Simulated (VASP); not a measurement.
Here is a VASP 6.6.1 calculation.

The input INCAR:

```
SYSTEM = Ta2Si
PREC = Accurate
ENCUT = 520
EDIFF = 1E-7
ISMEAR = 0
SIGMA = 0.15
LREAL = .False.
LASPH = .True.
NELM = 60
ALGO = Fast
ISIF = 2
LWAVE = .False.
LCHARG = .False.
GGA = PS
NBANDS = 35
```

KPOINTS

```
Automatic mesh
0
Gamma
  12 12 12
  0 0 0
```

POSCAR

```
Ta2Si
1.0
   -3.0683767195      3.0683767195      2.5198993614
    3.0683767195     -3.0683767195      2.5198993614
    3.0683767195      3.0683767195     -2.5198993614
Ta Si
4 2
Direct
    0.6333031005      0.8071707127      0.5000000000
    0.8666968995      0.3666968995      0.1738676122
    0.3071707127      0.1333031005      0.5000000000
    0.1928292873      0.6928292873      0.8261323878
    0.2500000000      0.2500000000      0.0000000000
    0.7500000000      0.7500000000      0.0000000000
```

Potentials or basis: VASP PAW PBE potentials, release 64 (Ta_pv, Si).

Launch:

```bash
$ cat potpaw_PBE.64/Ta_pv/POTCAR potpaw_PBE.64/Si/POTCAR > POTCAR
$ mpirun -np 1 vasp_std > vasp.out
```

What does it give for the pressure?

3.4 GPa.

Estimate the band gap on the k mesh.

zero (band 26 reaches 7.98 eV, above the bottom of band 27 at 7.14 eV).

Forces on the atoms (eV/Å):
```
Ta  -0.024  0.024  2.395
Ta  -0.024 -0.024 -2.395
Ta   0.024 -0.024  2.395
Ta   0.024  0.024 -2.395
Si   0.000  0.000  0.000
Si   0.000  0.000  0.000
```

Caveat: the cell differs from its parent crystal (mode 9 (158.6 1/cm) frozen in, largest displacement -0.150 Å); the PAW data sets were made with another functional, which shifts forces and pressure a little; spin-orbit coupling is left out, which moves the levels of the heavy elements.
